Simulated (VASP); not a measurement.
A run of VASP 6.6.1:

File INCAR:

```
PREC = Accurate
ENCUT = 520
EDIFF = 1E-6
ISMEAR = 0
SIGMA = 0.1
LREAL = F
LASPH = T
NELM = 60
ALGO = Normal
ISIF = 2
LWAVE = F
LCHARG = T
GGA = PE
LELF = T
LVHAR = T
NBANDS = 50
```

Contents of KPOINTS:

```
regular mesh
0
Gamma
  4 2 2
```

POSCAR

```
Sn4SeS3
1.0
    0.0000000000      0.0000000000      4.1755660000
    4.1732780000     -5.9036930000      0.0000000000
    4.1732780000      5.9036930000      0.0000000000
Sn Se S
4 1 3
Direct
    0.0000000000      0.2532240000      0.7467760000
    0.0000000000      0.7467760000      0.2532240000
    0.5000000000      0.2566860000      0.2566860000
    0.5000000000      0.7433140000      0.7433140000
    0.0000000000      0.0000000000      0.0000000000
    0.0000000000      0.5000000000      0.5000000000
    0.5000000000      1.0000000000      0.5000000000
    0.5000000000      0.5000000000      1.0000000000
```

Potentials or basis: VASP PAW PBE potentials, release 64 (Sn_d, Se, S).

Launch:

```sh
$ cat potpaw_PBE.64/Sn_d/POTCAR potpaw_PBE.64/Se/POTCAR potpaw_PBE.64/S/POTCAR > POTCAR
$ mpirun -np 1 vasp_std > vasp.out
```

Hardware: 1 thread of Intel Xeon 8259CL, with other jobs on the host.

Task: How long does it take, and how much memory?

Result: It took 3.1 min on 1 thread of Intel Xeon 8259CL, with other jobs on the host, peak memory 0.32 GiB. Counts: scf iterations 14, k points 9.
